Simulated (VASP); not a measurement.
# CsH (Pm-3m) in VASP: a series of runs

CsH is run at these levels: LDA; tasks: single point, relaxation of cell and atoms.

Everything below comes from runs of VASP 6.6.1. Logs are shortened: lines on timing, memory, paths and dates and some standing lists are left out, and cuts for length are marked.

## (1) The cell of the first run

It takes space group Pm-3m (No. 221, cubic). Conventional cell: a = 3.639 Å, b = 3.639 Å, c = 3.639 Å, α = 90.00°, β = 90.00°, γ = 90.00°. Cs (site symmetry m-3m) has 8 H at 3.15 Å and 6 Cs at 3.64 Å within 4.1 Å. Within 4.1 Å of H (site symmetry m-3m) lie 8 Cs at 3.15 Å and 6 H at 3.64 Å.

## (2) Single point, LDA

The input, INCAR:

```
  PREC = Accurate
  ENCUT = 520
  EDIFF = 1E-6
  ISMEAR = 0
  SIGMA = 0.02
  LREAL = False
  LASPH = True
  NELM = 80
  ALGO = Normal
  ISIF = 2
  LWAVE = False
  LCHARG = False
  NBANDS = 12
```

The input, KPOINTS:

```
regular mesh
0
Gamma
  8 8 8
```

The input, POSCAR:

```
CsH
1.0
    3.6385986753      0.0000000000      0.0000000000
    0.0000000000      3.6385986753      0.0000000000
    0.0000000000      0.0000000000      3.6385986753
Cs H
1 1
Direct
    0.0000000000      0.0000000000      0.0000000000
    0.5000000000      0.5000000000      0.5000000000
```

Potentials or basis: VASP PAW LDA potentials, release 64 (Cs_sv, H).

Run with:

```console
cat potpaw_LDA.64/Cs_sv/POTCAR potpaw_LDA.64/H/POTCAR > POTCAR
mpirun -np 1 vasp_std > vasp.out
```

OUTCAR:

```text
PREC = Accurate
   ENCUT = 520
   EDIFF = 1E-6
   ISMEAR = 0
   LREAL = False
   LASPH = True
   NELM = 80
   ISIF = 2

 ion  position               nearest neighbor table
   1  0.000  0.000  0.000-
   2  0.500  0.500  0.500-

  LATTYP: Found a simple cubic cell.
 ALAT       =     3.6385986753

  Lattice vectors:

 A1 = (   3.6385986753,   0.0000000000,   0.0000000000)
 A2 = (   0.0000000000,   3.6385986753,   0.0000000000)
 A3 = (   0.0000000000,   0.0000000000,   3.6385986753)

Analysis of symmetry for initial positions (statically):
=====================================================================
 Subroutine PRICEL returns:
 Original cell was already a primitive cell.

 Routine SETGRP: Setting up the symmetry group for a
 simple cubic supercell.

 Subroutine GETGRP returns: Found 48 space group operations
 (whereof 48 operations were pure point group operations)
 out of a pool of 48 trial point group operations.

The static configuration has the point symmetry O_h .

Analysis of symmetry for dynamics (positions and initial velocities):
=====================================================================
 Subroutine PRICEL returns:
 Original cell was already a primitive cell.

 Routine SETGRP: Setting up the symmetry group for a
 simple cubic supercell.

 Subroutine GETGRP returns: Found 48 space group operations
 (whereof 48 operations were pure point group operations)
 out of a pool of 48 trial point group operations.

The dynamic configuration has the point symmetry O_h .

 Subroutine INISYM returns: Found 48 space group operations
 (whereof 48 operations are pure point group operations),
 and found     1 'primitive' translations

----------------------------------------------------------------------------------------

                                     Primitive cell

  volume of cell :      48.1729

  direct lattice vectors                    reciprocal lattice vectors
     3.638598675  0.000000000  0.000000000     0.274831079  0.000000000  0.000000000
     0.000000000  3.638598675  0.000000000     0.000000000  0.274831079  0.000000000
     0.000000000  0.000000000  3.638598675     0.000000000  0.000000000  0.274831079

  length of vectors
     3.638598675  3.638598675  3.638598675     0.274831079  0.274831079  0.274831079

  position of ions in fractional coordinates (direct lattice)
     0.000000000  0.000000000  0.000000000
     0.500000000  0.500000000  0.500000000

  ion indices of the primitive-cell ions
   primitive index   ion index
                 1           1
                 2           2

----------------------------------------------------------------------------------------

 KPOINTS: regular mesh

Automatic generation of k-mesh.
 Grid dimensions read from file:
 generate k-points for:    8    8    8

 Generating k-lattice:

  Cartesian coordinates                     Fractional coordinates (reciprocal lattice)
     0.034353885  0.000000000  0.000000000     0.125000000  0.000000000  0.000000000
     0.000000000  0.034353885  0.000000000     0.000000000  0.125000000  0.000000000
     0.000000000  0.000000000  0.034353885     0.000000000  0.000000000  0.125000000

  Length of vectors
     0.034353885  0.034353885  0.034353885

  Shift w.r.t. Gamma in fractional coordinates (k-lattice)
     0.000000000  0.000000000  0.000000000

 Subroutine IBZKPT returns following result:
 ===========================================

 Found     35 irreducible k-points:

 Following reciprocal coordinates:
            Coordinates               Weight
  0.000000  0.000000  0.000000      1.000000
  0.125000  0.000000  0.000000      6.000000
  0.250000  0.000000  0.000000      6.000000
  0.375000  0.000000  0.000000      6.000000
  0.500000  0.000000  0.000000      3.000000
  0.125000  0.125000  0.000000     12.000000
[... 16 lines left out ...]
  0.375000  0.375000  0.125000     24.000000
  0.500000  0.375000  0.125000     24.000000
 [... further k-points ...]
   k-points           NKPTS =     35   k-points in BZ     NKDIM =     35   number of bands    NBANDS=     12
   number of dos      NEDOS =    301   number of ions     NIONS =      2
   total plane-waves  NPLWV =  21952
   dimension x,y,z NGX =    28 NGY =   28 NGZ =   28
   dimension x,y,z NGXF=    56 NGYF=   56 NGZF=   56
   ions per type =               1   1
   NGX,Y,Z   is equivalent  to a cutoff of  12.79, 12.79, 12.79 a.u.
   NGXF,Y,Z  is equivalent  to a cutoff of  25.59, 25.59, 25.59 a.u.
 SYSTEM =  unknown system
   PREC   = accura    normal or accurate (medium, high low for compatibility)
   ISTART =      0    job   : 0-new  1-cont  2-samecut
   ICHARG =      2    charge: 1-file 2-atom 10-const
   ISPIN  =      1    spin polarized calculation?
   LNONCOLLINEAR =      F non collinear calculations
   LSORBIT =      F    spin-orbit coupling
   LASPH  =      T    aspherical Exc in radial PAW
   ENCUT  =  520.0 eV  38.22 Ry    6.18 a.u.   6.77  6.77  6.77*2*pi/ulx,y,z
   NELM   =     80;   NELMIN=  2; NELMDL= -5     # of ELM steps
   EDIFF  = 0.1E-05   stopping-criterion for ELM
   LREAL  =      F    real-space projection
   EDIFFG = 0.1E-04   stopping-criterion for IOM
   NSW    =      0    number of steps for IOM
   IBRION =     -1    ionic relax: 0-MD 1-quasi-New 2-CG
   NFREE  =      0    steps in history (QN), initial steepest desc. (CG)
   ISIF   =      2    stress and relaxation
   ISYM   =      2    0-nonsym 1-usesym 2-fastsym
   POTIM  = 0.5000    time-step for ionic-motion
   TEBEG  =    0.0;   TEEND  =   0.0 temperature during run
   PSTRESS=    0.0 pullay stress
   NELECT =      10.0000    total number of electrons
   NUPDOWN=      -1.0000    fix difference up-down
   EMIN   =  10.00;   EMAX   =-10.00  energy-range for DOS
   EFERMI =   0.00;   METHOD = LEGACY
   ISMEAR =     0;   SIGMA  =   0.02  broadening in eV -4-tet -1-fermi 0-gaus
   EFERMI_NEDOS =   21; number of points for ismear=-14 and -15
   IALGO  =     38    algorithm
   IMIX   =      4    mixing-type and parameters
     AMIX     =   0.40;   BMIX     =  1.00
     AMIX_MAG =   1.60;   BMIX_MAG =  1.00
  volume/ion in A,a.u.               =      24.09       162.54
  Fermi-wavevector in a.u.,A,eV,Ry     =   0.969335  1.831778 12.784181  0.939611
  Thomas-Fermi vector in A             =   2.099379
   LORBIT       =      0    0 simple, 1 ext, 2 COOP (PROOUT), +10 PAW based schemes
   GGA     = CA    functional components
   LHFCALC =     F    Hartree Fock is set to
   AEXX    =    0.0000 exact exchange contribution
   IVDW    =     0    specifies the selected vdW correction
   LEPSILON=     F    determine dielectric tensor
   LRPA    =     F    only Hartree local field effects (RPA)
 non-spin polarized calculation
 Gauss-broadening in eV      SIGMA  =   0.02
  energy-cutoff  :      520.00
  volume of cell :       48.17
 maximum number of plane-waves:      1328
 NGX is ok and might be reduce to    28
   NGX = 13   NGY = 13   NGZ = 13

 number of electron      10.0000000 magnetization

 number of electron       9.9999999 magnetization

 Free energy of the ion-electron system (eV)
  ---------------------------------------------------
  ext. energy  EPLUGINS =         0.00000000
  ---------------------------------------------------
  free energy    TOTEN  =        -4.95160211 eV

  energy without entropy =       -4.95160211  energy(sigma->0) =       -4.95160211

 E-fermi :   1.3799     XC(G=0):  -8.7495

 val. band max:        1.2464314249   @ k =   0.5000   0.5000   0.5000
 cond. band min:       3.5991630803   @ k =   0.5000   0.5000   0.5000
 fundamental gap:      2.3527316554
 Fermi energy:         1.3799021695

 k-point     1 :       0.0000    0.0000    0.0000
  band No.  band energies     occupation
      1     -20.5606      2.00000
      2      -6.2948      2.00000
      3      -6.2948      2.00000
      4      -6.2948      2.00000
      5      -0.9486      2.00000
      6       4.3180      0.00000
      7       4.3180      0.00000
      8       9.4783      0.00000
      9      11.5025      0.00000
     10      11.5025      0.00000
     11      11.5025      0.00000
     12      12.3330      0.00000

 k-point     2 :       0.1250    0.0000    0.0000
  band No.  band energies     occupation
      1     -20.5246      2.00000
      2      -6.7063      2.00000
      3      -6.2617      2.00000
      4      -6.2617      2.00000
      5      -0.6337      2.00000
      6       4.4261      0.00000
      7       4.7517      0.00000
      8       8.8735      0.00000
      9      10.1659      0.00000
     10      10.1659      0.00000
     11      11.5738      0.00000
     12      12.8854      0.00000

 k-point     3 :       0.2500    0.0000    0.0000
  band No.  band energies     occupation
      1     -20.4354      2.00000
      2      -7.5318      2.00000
      3      -6.1800      2.00000
      4      -6.1800      2.00000
      5       0.0445      2.00000
      6       4.7170      0.00000
      7       5.1343      0.00000
      8       8.7543      0.00000
      9       8.7543      0.00000
     10       8.8623      0.00000
     11      11.7575      0.00000
     12      12.8941      0.00000
[... 286 lines left out ...]
 k-point    23 :       0.3750    0.3750    0.1250
  band No.  band energies     occupation
      1     -20.1015      2.00000
      2      -7.8204      2.00000
      3      -7.7497      2.00000
      4      -6.2374      2.00000
      5       0.1386      2.00000
      6       5.5358      0.00000
      7       6.8020      0.00000
      8       6.8048      0.00000
      9       8.5751      0.00000
     10       9.9211      0.00000
     11       9.9816      0.00000
     12      12.9027      0.00000

 k-point    24 :       0.5000    0.3750    0.1250
  band No.  band energies     occupation
      1     -20.0641      2.00000
      2      -8.0256      2.00000
      3      -7.7140      2.00000
      4      -6.1995      2.00000
      5      -0.0218      2.00000
      6       6.0268      0.00000
      7       6.0880      0.00000
      8       7.1661      0.00000
      9       8.0328      0.00000
     10      10.1024      0.00000
     11      10.5972      0.00000
     12      13.3009      0.00000

 [... further k-points ...]

------------------------ aborting loop because EDIFF is reached ----------------------------------------

  FORCE on cell =-STRESS in cart. coord.  units (eV):
  Direction    XX          YY          ZZ          XY          YZ          ZX
  --------------------------------------------------------------------------------------
  -------------------------------------------------------------------------------------
  Total        0.0426204      0.0426204      0.0426204      0.0000000      0.0000000     -0.0000000
  in kB        1.4175079      1.4175079      1.4175079      0.0000000      0.0000000     -0.0000000
  external PRESSURE =       1.4175079 kB  Pullay stress =       0.0000000 kB

 VOLUME and BASIS-vectors are now :
 -----------------------------------------------------------------------------
  energy-cutoff  :      520.00
  volume of cell :       48.17
      direct lattice vectors                 reciprocal lattice vectors
     3.638598675  0.000000000  0.000000000     0.274831079  0.000000000  0.000000000
     0.000000000  3.638598675  0.000000000     0.000000000  0.274831079  0.000000000
     0.000000000  0.000000000  3.638598675     0.000000000  0.000000000  0.274831079

 POSITION                                       TOTAL-FORCE (eV/Angst)
 -----------------------------------------------------------------------------------
      0.00000      0.00000      0.00000         0.000000      0.000000      0.000000
      1.81930      1.81930      1.81930         0.000000      0.000000      0.000000
 -----------------------------------------------------------------------------------
    total drift:                                0.000000      0.000000     -0.000000

  FREE ENERGIE OF THE ION-ELECTRON SYSTEM (eV)
  ---------------------------------------------------
  free  energy   TOTEN  =        -4.9516021137 eV

  energy  without entropy=       -4.9516021137  energy(sigma->0) =       -4.95160211
```

It took 14 s on 1 thread of Intel Xeon Platinum 8259CL at 2.50GHz (Skylake/Cascade Lake), shared host; peak memory 0.14 GiB.

Results:

* Free energy: -4.9516 eV
* Pressure: 0.1 GPa
* Band gap on the k mesh: 2.35 eV

Caveat: spin-orbit coupling is left out, which moves the levels of the heavy elements. A k mesh can miss the band edges.

## (3) Single point, LDA

The input, INCAR:

```
SYSTEM = CsH
PREC = Accurate
ENCUT = 520
EDIFF = 1E-6
ISMEAR = 0
SIGMA = 0.02
LREAL = .FALSE.
LASPH = .TRUE.
NELM = 80
ALGO = Normal
ISIF = 2
LWAVE = .FALSE.
LCHARG = .FALSE.
GGA = CA
NBANDS = 12
```

The input, KPOINTS:

```
regular mesh
0
G
  8 8 8
  0 0 0
```

POSCAR is that of step 2.

Potentials or basis: VASP PAW LDA potentials, release 64 (Cs_sv, H).

Run with:

```console
cat potpaw_LDA.64/Cs_sv/POTCAR potpaw_LDA.64/H/POTCAR > POTCAR
mpirun -np 1 vasp_std > vasp.out
```

Wall time 17 s (1 thread of Intel Xeon Platinum 8259CL at 2.50GHz (Skylake/Cascade Lake), shared host); peak memory 0.14 GiB.

The run converged. Its results:

```yaml
Free_energy: -4.9516 eV
Pressure: 0.1 GPa
Band_gap_on_the_k_mesh: 2.35 eV
```

Levels at points of the mesh, in eV from the valence-band top:
```
           k point  band 1  band 2  band 3  band 4  band 5  band 6  band 7  band 8  band 9  band 10
(0.00, 0.00, 0.00)  -21.81   -7.54   -7.54   -7.54   -2.19    3.07    3.07    8.23   10.26    10.26
(0.50, 0.00, 0.00)  -21.55   -9.72   -7.31   -7.31   -0.05    2.64    3.99    6.25    6.25     9.78
(0.50, 0.50, 0.00)  -21.31   -9.24   -9.24   -7.09   -1.62    4.51    6.82    7.34    7.34     7.35
(0.50, 0.50, 0.50)  -21.07   -8.90   -8.90   -8.90    0.00    2.35    2.35    2.35   13.02    13.02
```

Caveat: spin-orbit coupling is left out, which moves the levels of the heavy elements.

## (4) Relaxation of cell and atoms, LDA

The input, INCAR:

```
SYSTEM = CsH
PREC     = Accurate       ! precision mode
ENCUT    = 600            ! plane-wave cutoff, eV
EDIFF    = 1E-6           ! SCF threshold, eV
ISMEAR   = 0              ! smearing method
SIGMA    = 0.02           ! smearing width, eV
LREAL    = .False.        ! projectors in reciprocal space
LASPH    = .True.         ! aspherical terms in the spheres
NELM     = 80             ! most SCF steps
ALGO     = Normal         ! electronic algorithm
ISIF     = 3              ! what is computed and relaxed
LWAVE    = .False.        ! write WAVECAR
LCHARG   = .False.        ! write CHGCAR
GGA      = CA             ! functional
IBRION   = 2              ! ionic algorithm
NSW      = 100            ! ionic steps
EDIFFG   = -0.005         ! ionic threshold
```

The input, KPOINTS:

```
regular mesh
0
Gamma
  8 8 8
  0 0 0
```

POSCAR is that of step 3.

Run with:

```console
cat potpaw_LDA.64/Cs_sv/POTCAR potpaw_LDA.64/H/POTCAR > POTCAR
mpirun -np 1 vasp_std > vasp.out
```

Wall time 26 s (1 thread of Intel Xeon Platinum 8259CL at 2.50GHz (Skylake/Cascade Lake), shared host); peak memory 0.16 GiB.

The run converged. Its results:

```
Free energy                           : -4.9522 eV
Relaxed volume                        : 24.28 Å³/atom
Relaxed cell                          : a = 3.648 Å, b = 3.648 Å, c = 3.648 Å, α = 90.00°, β = 90.00°, γ = 90.00°
Space group after relaxing (to 0.1 Å) : Pm-3m (No. 221)
Energy gained by relaxing             : 0.1 meV/atom
Ionic steps                           : 3
Pressure after relaxing               : 0.0 GPa
Band gap on the k mesh                : 2.36 eV
```

The path:
| step | energy change (eV) | largest force (eV/Å) | pressure (GPa) | volume (Å³) |
| --- | --- | --- | --- | --- |
| 1 | 0.0000 | 0.0000 | 0.18 | 48.17 |
| 2 | -0.0002 | 0.0000 | 0.09 | 48.36 |
| 3 | -0.0002 | 0.0000 | 0.01 | 48.55 |

Final structure:
```
CELL_PARAMETERS angstrom
3.64813 0.00000 0.00000
0.00000 3.64813 0.00000
0.00000 0.00000 3.64813
ATOMIC_POSITIONS crystal
Cs 0.00000 0.00000 0.00000
H 0.50000 0.50000 0.50000
```

Levels at points of the mesh, in eV from the valence-band top:
| k point | band 3 | band 4 | band 5 | band 6 | band 7 | band 8 |
| --- | --- | --- | --- | --- | --- | --- |
| (0.00, 0.00, 0.00) | -7.56 | -7.56 | -2.19 | 3.07 | 3.07 | 8.16 |
| (0.50, 0.00, 0.00) | -7.33 | -7.33 | -0.06 | 2.61 | 3.98 | 6.22 |
| (0.50, 0.50, 0.00) | -9.24 | -7.13 | -1.60 | 4.49 | 6.78 | 7.30 |
| (0.50, 0.50, 0.50) | -8.91 | -8.91 | 0.00 | 2.36 | 2.36 | 2.36 |

Caveat: spin-orbit coupling is left out, which moves the levels of the heavy elements. A k mesh can miss the band edges.

## (5) Relaxation of cell and atoms, LDA

This run uses another cell than the first one, of 27.84 Å³/atom.

The input, INCAR:

```
SYSTEM = CsH
  ALGO = Normal
  EDIFF = 1E-6
  EDIFFG = -0.005
  ENCUT = 600
  IBRION = 2
  ISIF = 3
  ISMEAR = 0
  LASPH = .TRUE.
  LCHARG = .FALSE.
  LREAL = .FALSE.
  LWAVE = .FALSE.
  NELM = 80
  NSW = 100
  PREC = Accurate
  SIGMA = 0.02
```

The input, KPOINTS:

```
k-points
0
G
  8 8 8
  0 0 0
```

The input, POSCAR:

```
CsH
1.0
    3.8184085400      0.0000000000      0.0000000000
    0.0000000000      3.8184085400      0.0000000000
    0.0000000000      0.0000000000      3.8184085400
Cs H
1 1
Direct
    0.0000000000      0.0000000000      0.0000000000
    0.5000000000      0.5000000000      0.5000000000
```

Run with:

```console
cat potpaw_LDA.64/Cs_sv/POTCAR potpaw_LDA.64/H/POTCAR > POTCAR
mpirun -np 1 vasp_std > vasp.out
```

It took 37 s on 1 thread of Intel Xeon Platinum 8259CL at 2.50GHz (Skylake/Cascade Lake), shared host; peak memory 0.18 GiB.

It converged, with:

- Free energy: -4.9524 eV
- Relaxed volume: 24.32 Å³/atom
- Relaxed cell: a = 3.650 Å, b = 3.650 Å, c = 3.650 Å, α = 90.00°, β = 90.00°, γ = 90.00°
- Space group after relaxing (to 0.1 Å): Pm-3m (No. 221)
- Energy gained by relaxing: 23.3 meV/atom
- Ionic steps: 5
- Pressure after relaxing: 0.0 GPa
- Band gap on the k mesh: 2.36 eV

The path:
```csv
step,energy change (eV),largest force (eV/Å),pressure (GPa),volume (Å³)
1,0.0000,0.0000,-1.85,55.67
2,-0.0258,0.0000,-1.35,53.12
3,-0.0451,0.0000,-0.41,49.74
4,-0.0466,0.0000,0.07,48.46
5,-0.0466,0.0000,-0.02,48.64
```

Final structure:
```
Cs H
1.0
     3.65031    0.00000    0.00000
     0.00000    3.65031    0.00000
     0.00000    0.00000    3.65031
Cs H
1 1
Direct
  0.00000 0.00000 0.00000
  0.50000 0.50000 0.50000
```

Levels at points of the mesh, in eV from the valence-band top:
| k point | band 1 | band 2 | band 3 | band 4 | band 5 | band 6 | band 7 | band 8 | band 9 |
| --- | --- | --- | --- | --- | --- | --- | --- | --- | --- |
| (0.00, 0.00, 0.00) | -21.81 | -7.57 | -7.57 | -7.57 | -2.19 | 3.07 | 3.07 | 8.14 | 10.19 |
| (0.50, 0.00, 0.00) | -21.56 | -9.70 | -7.34 | -7.34 | -0.07 | 2.61 | 3.98 | 6.22 | 6.22 |
| (0.50, 0.50, 0.00) | -21.32 | -9.24 | -9.24 | -7.13 | -1.60 | 4.48 | 6.77 | 7.29 | 7.29 |
| (0.50, 0.50, 0.50) | -21.10 | -8.91 | -8.91 | -8.91 | 0.00 | 2.36 | 2.36 | 2.36 | 12.89 |

Caveat: spin-orbit coupling is left out, which moves the levels of the heavy elements.

## (6) Summary

```tsv
task	cell	cutoff (eV)	gap on the mesh (eV)	pressure (GPa)	relaxed volume (Å³/atom)
single point	a = 3.639 Å, 2 atoms	520	2.35	0.1	-
relaxation of cell and atoms	relaxed from a = 3.639 Å, 2 atoms	600	2.36	0.0	24.28
relaxation of cell and atoms	relaxed from a = 3.818 Å, 2 atoms	600	2.36	0.0	24.32
```

Alike in all rows: level LDA; potentials or basis VASP PAW LDA potentials, release 64 (Cs_sv, H); no spin polarisation; k mesh 8 × 8 × 8; smearing gaussian 0.02 eV.

Caveats: spin-orbit coupling is left out, which moves the levels of the heavy elements.

Total energies depend on the potentials used, so only differences within one code and one set of settings carry meaning.
